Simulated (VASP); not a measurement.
A run of VASP 6.6.1 is set up as follows.

INCAR

```
SYSTEM = Ta
PREC = Accurate ; ENCUT = 520
EDIFF = 1E-6 ; ISMEAR = -1
SIGMA = 0.1 ; LREAL = .FALSE.
LASPH = .TRUE. ; NELM = 60
ALGO = Normal ; ISIF = 2
LWAVE = .FALSE. ; LCHARG = .TRUE.
GGA = B5 ; ALDAX = 1.0
AGGAX = 1.0 ; AGGAC = 1.0
ALDAC = 0.0 ; LELF = .TRUE.
LVHAR = .TRUE. ; NBANDS = 12
```

KPOINTS

```
Automatic mesh
0
G
  13 13 13
  0 0 0
```

POSCAR

```
Ta
1.0
    2.6623303078      0.0000000000      0.0000000000
    0.0000000000      2.6623303078      0.0000000000
    0.0000000000      0.0000000000      2.6623303078
Ta
1
Direct
    0.0000000000      0.0000000000      0.0000000000
```

Potentials or basis: VASP PAW PBE potentials, release 64 (Ta_pv).

The run is started by

```bash
$ cat potpaw_PBE.64/Ta_pv/POTCAR > POTCAR
$ mpirun -np 1 vasp_std > vasp.out
```

(1) What does it give for the pressure?

Results:

(1) 22.6 GPa.

Caveat: the PAW data sets were made with another functional, which shifts forces and pressure a little.
